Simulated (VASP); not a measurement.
## WC (Qusongite): single point with PBEsol

The system is WC (Qusongite).

```
CELL_PARAMETERS angstrom
2.90650 0.00000 0.00000
-1.45325 2.51710 0.00000
0.00000 0.00000 2.83660
ATOMIC_POSITIONS crystal
W 0.00000 0.00000 0.00000
C 0.66667 0.33333 0.50000
```

```
Program                : VASP 6.6.1
Task                   : single point
Functional             : PBEsol
Potentials or basis    : VASP PAW PBE potentials, release 64 (W_sv, C)
Cutoff                 : 520 eV
k mesh                 : 6 × 6 × 5, shifted
Occupations            : fermi-dirac, width 0.1 eV
Spin                   : no spin polarisation
Dipole correction      : no
Further INCAR settings : ALGO = Normal; EDIFF = 1e-06; NBANDS = 16; ISYM = 0
```

```
Pressure               : -2.0 GPa
Band gap on the k mesh : zero (band 9 reaches 11.27 eV, above the bottom of band 10 at 10.65 eV)
```

Stress tensor (GPa, compression positive):
```
-1.42  0.00  0.00
 0.00 -1.42  0.00
 0.00  0.00 -3.18
```

Levels at points of the mesh, in eV from the Fermi level:
| k point | band 6 | band 7 | band 8 | band 9 | band 10 | band 11 | band 12 | band 13 |
| --- | --- | --- | --- | --- | --- | --- | --- | --- |
| (0.08, 0.08, 0.00) | -4.51 | -3.66 | -2.86 | -1.13 | 2.98 | 4.63 | 4.67 | 5.27 |

It took 47 s on 1 thread of Intel(R) Xeon(R) Platinum 8488C (Sapphire Rapids), with other jobs on the host, peak memory 0.21 GiB.

Caveat: the k points lie up to 0.44 Å⁻¹ apart; the PAW data sets were made with another functional, which shifts forces and pressure a little; spin-orbit coupling is left out, which moves the levels of the heavy elements.
